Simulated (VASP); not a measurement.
La2O3, 5 atoms in the cell. The structure is trigonal, space group P-3m1 (No. 164). Conventional cell: a = 3.940 Å, b = 3.940 Å, c = 6.187 Å, α = 90.00°, β = 90.00°, γ = 120.00°. Within 3.1 Å of La (site symmetry 3m) lie 7 O at 2.37 to 2.74 Å. Within 3.2 Å of O (site symmetry 3m) lie 4 La at 2.37 to 2.46 Å and 6 O at 2.90 to 3.16 Å. Within 3.6 Å of O (site symmetry -3m) lie 6 La at 2.74 Å and 6 O at 3.16 Å. 

- Program: VASP 6.6.1
- Task: relaxation of cell and atoms
- Functional: LDA
- Potentials or basis: VASP PAW LDA potentials, release 64 (La, O)
- Cutoff: 600 eV
- k mesh: 9 × 9 × 4
- Occupations: gaussian, width 0.02 eV
- Spin: no spin polarisation
- Dipole correction: no
- Further INCAR settings: ALGO = Normal; EDIFF = 1e-06; IBRION = 2; EDIFFG = -0.005; NSW = 70; ISIF = 3

Potentials or basis: VASP PAW LDA potentials, release 64 (La, O).

The run is started by

```sh
$ cat potpaw_LDA.64/La/POTCAR potpaw_LDA.64/O/POTCAR > POTCAR
$ mpirun -np 1 vasp_std > vasp.out
```

Hardware: 1 thread of Intel(R) Xeon(R) Platinum 8488C (Sapphire Rapids), on a shared host.

Estimate the wall time of this run.

Run time: 12 min on 1 thread of Intel(R) Xeon(R) Platinum 8488C (Sapphire Rapids), on a shared host, peak memory 0.26 GiB. Counts: scf iterations 95, k points 43, ion steps 12.
